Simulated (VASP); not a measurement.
Runs of VASP 6.6.1 on BaTiO3. It takes space group Pm-3m (No. 221, cubic). The conventional cell has a = 4.006 Å, b = 4.006 Å, c = 4.006 Å, α = 90.00°, β = 90.00°, γ = 90.00°. Ba (site symmetry m-3m) has 12 O at 2.83 Å and 8 Ti at 3.47 Å within 3.7 Å. Ti (site symmetry m-3m) has 6 O at 2.00 Å within 2.7 Å. O (site symmetry 4/mmm) has 2 Ti at 2.00 Å within 2.7 Å. 

```tsv
level	U	gap on the mesh (eV)	pressure (GPa)
LDA+U	Ti d U = 2.0 eV	1.85	(a)
LDA+U	Ti d U = 6.0 eV	(b)	-2.4
LDA	-	1.63	(c)
LDA+U	Ti d U = 4.0 eV	2.09	-4.1
```

Alike in all rows: task single point; potentials or basis VASP PAW LDA potentials, release 64 (Ba_sv, Ti_sv, O); no spin polarisation; cell as given; k mesh 4 × 4 × 4; cutoff (eV) 520; smearing gaussian 0.01 eV.

Problem. Estimate the missing entries.

Solution. (a) -5.6; (b) 2.35; (c) -7.2.

Caveats: spin-orbit coupling is left out, which moves the levels of the heavy elements.

A k mesh can miss the band edges, and the runs leave out spin-orbit coupling on Ba.
